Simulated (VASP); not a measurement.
Crystal: Ta.

```xyz
3
Lattice="4.3210 0.0000 0.0000 -2.1605 3.7421 0.0000 0.0000 0.0000 2.4595" Properties=species:S:1:pos:R:3 pbc="T T T"
Ta    0.0000    0.0000    0.0000
Ta    0.0000    2.4947    1.2298
Ta    2.1605    1.2474    1.2298
```

Base run:

```yaml
Program: VASP 6.6.1
Functional: PBE
Potentials_or_basis: VASP PAW PBE potentials, release 64 (Ta_pv)
Cutoff: 520 eV
k_mesh: 9 × 9 × 12
Occupations: fermi-dirac, width 0.1 eV
Spin: no spin polarisation
```

Its results: pressure 121.7 GPa.

Q: The run is repeated on the same cell with these changes: potentials or basis from VASP PAW PBE potentials, release 64 (Ta_pv) to VASP PAW PBE potentials, release 64 (Ta_sv_GW); cutoff from 520 eV to 500 eV; further incar settings from ALGO = Normal; EDIFF = 1e-06; NBANDS = 24 to ALGO = Normal; EDIFF = 1e-06; NBANDS = 26; valence electrons from 33 to 39. What comes out?

A: Pressure 118.7 GPa.
